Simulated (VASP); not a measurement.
The system is ZrC.

```
Zr C
1.0
     0.00000    2.36500    2.36500
     2.36500    0.00000    2.36500
     2.36500    2.36500    0.00000
Zr C
1 1
Direct
  0.50000 0.50000 0.50000
  0.00000 0.00000 0.00000
```

Base run:

```yaml
Program: VASP 6.6.1
Functional: PBEsol
Potentials_or_basis: VASP PAW PBE potentials, release 64 (Zr_sv, C)
Cutoff: 520 eV
k_mesh: 10 × 10 × 10
Occupations: fermi-dirac, width 0.05 eV
Spin: no spin polarisation
```

Its results: band gap on the k mesh zero (band 8 reaches 10.22 eV, above the bottom of band 9 at 8.95 eV); pressure -8.2 GPa.

Problem. The run is repeated on the same cell with these changes: functional from PBEsol to PBE; further incar settings from ALGO = Normal; EDIFF = 1e-07; NBANDS = 15 to ALGO = Normal; EDIFF = 1e-06; NBANDS = 15. What comes out?

Solution. Band gap on the k mesh zero (band 8 reaches 10.33 eV, above the bottom of band 9 at 9.07 eV); pressure -2.7 GPa.

Caveats: the PAW data sets were made with another functional, which shifts forces and pressure a little (some runs).
